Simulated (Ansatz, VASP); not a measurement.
## One calculation of Sb, two programs

INCAR

```
PREC = Accurate
ENCUT = 400
EDIFF = 1E-8
ISMEAR = -1
SIGMA = 0.08
LREAL = F
LASPH = T
NELM = 120
ALGO = Normal
ISIF = 2
LWAVE = F
LCHARG = F
GGA = PE
LEFG = T
NBANDS = 8
GGA_COMPAT = F
```

KPOINTS

```
regular mesh
0
Gamma
  12 12 12
```

Contents of POSCAR:

```
Sb
1.0
    3.1387913073      0.0000000000      0.0000000000
    0.0000000000      3.1387913073      0.0000000000
    0.0000000000      0.0000000000      3.1387913073
Sb
1
Direct
    0.0000000000      0.0000000000      0.0000000000
```

Input for Ansatz:

```yaml
crystal:
  lattice:
    - [3.1387913073, 0.0, 0.0]
    - [0.0, 3.1387913073, 0.0]
    - [0.0, 0.0, 3.1387913073]
  atoms:
    - { symbol: Sb, position: [0.0, 0.0, 0.0] }
kpoints:
  mp_grid: { grid: [12, 12, 12] }
scf:
  occupations: { method: fermi_dirac, width: 0.08 }
hamiltonian:
  xc: pbe
  pseudopotentials: { kind: paw }
output:
  forces: true
  stress: true
  eigenvalues: true
  efg: { contact_densities: true }
```

Change from the starting cell: volume scaled by 0.98, PAW files.

Alike in both runs: task electric field gradients; functional PBE; k mesh 12 × 12 × 12; occupations fermi-dirac, width 0.08 eV; no spin polarisation.

|  | VASP | Ansatz |
| --- | --- | --- |
| version | VASP 6.6.1 | Ansatz 0.2.0 |
| potentials or method | VASP PAW PBE potentials, release 64 (Sb) | PAW with Ansatz's default frozen-core files, scalar-relativistic |
| plane-wave cutoff (eV) | 400 | 420 |
| valence electrons in the cell | 5 | 15 |

|  | VASP | Ansatz | Ansatz less VASP |
| --- | --- | --- | --- |
| pressure (GPa) | -1.3 | -1.3 | +0.04 |

VASP's potentials hold 5 valence electrons a cell and Ansatz's 15, so a difference there can come from the potentials and not from the codes.

Neither program's run includes spin-orbit coupling.
